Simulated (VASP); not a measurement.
Be: relaxation of cell and atoms with r2SCAN

The system is Be.

```
Be
1.0
    -1.26500    1.26500    1.26500
     1.26500   -1.26500    1.26500
     1.26500    1.26500   -1.26500
Be
1
Cartesian
  0.0000 0.0000 0.0000
```

This isn't the form of Be at room conditions, which is hcp.

```yaml
Program: VASP 6.6.1
Task: relaxation of cell and atoms
Functional: r2SCAN
Potentials_or_basis: VASP PAW PBE potentials, release 64 (Be)
Cutoff: 660 eV
k_mesh: 26 × 26 × 26
Occupations: gaussian, width 0.05 eV
Spin: no spin polarisation
Target_pressure: 20 GPa
Dipole_correction: no
Further_INCAR_settings: ALGO = Normal; EDIFF = 1e-07; IBRION = 2; EDIFFG = -0.02; NSW = 80; ISIF = 3
```

```yaml
Relaxed_volume: 6.88 Å³/atom
Relaxed_cell: a = 2.075 Å, b = 2.075 Å, c = 2.075 Å, α = 109.47°, β = 109.47°, γ = 109.47°
Space_group_after_relaxing_to_0.1_Å: Im-3m (No. 229)
Energy_change_on_relaxing_the_run_minimises_the_enthalpy: +50.7 meV/atom
Ionic_steps: 3
Pressure_after_relaxing: 20.1 GPa
Band_gap_on_the_k_mesh: zero (bands 1 and 2 overlap by 6.43 eV)
```

Step by step:
```csv
step,energy change (eV),largest force (eV/Å),pressure (GPa),volume (Å³)
1,0.0000,0.0000,-4.07,8.10
2,0.0673,0.0000,23.56,6.75
3,0.0507,0.0000,20.10,6.88
```

Final structure:
```
Be
1.0
    -1.19786    1.19786    1.19786
     1.19786   -1.19786    1.19786
     1.19786    1.19786   -1.19786
Be
1
Direct
  0.00000 0.00000 0.00000
```

Levels at points of the mesh, in eV from the Fermi level:
| k point | band 1 | band 2 | band 3 | band 4 | band 5 |
| --- | --- | --- | --- | --- | --- |
| (0.00, 0.00, 0.00) | -13.99 | 23.39 | 23.39 | 23.39 | 35.11 |
| (0.50, 0.00, 0.00) | -6.11 | 0.74 | 14.81 | 18.38 | 23.12 |
| (0.50, 0.50, 0.50) | 4.86 | 4.86 | 4.86 | 10.80 | 10.80 |

Wall time 4.2 min on 1 thread of Intel(R) Xeon(R) Platinum 8375C CPU @ 2.90GHz (Ice Lake), on a shared host, peak memory 0.14 GiB.

Caveat: the cell is relaxed towards a set pressure, so the run minimises the enthalpy, not the energy; the volume moved by over 15 % at a fixed basis, so the end points are rough; the PAW data sets were made with another functional, which shifts forces and pressure a little.
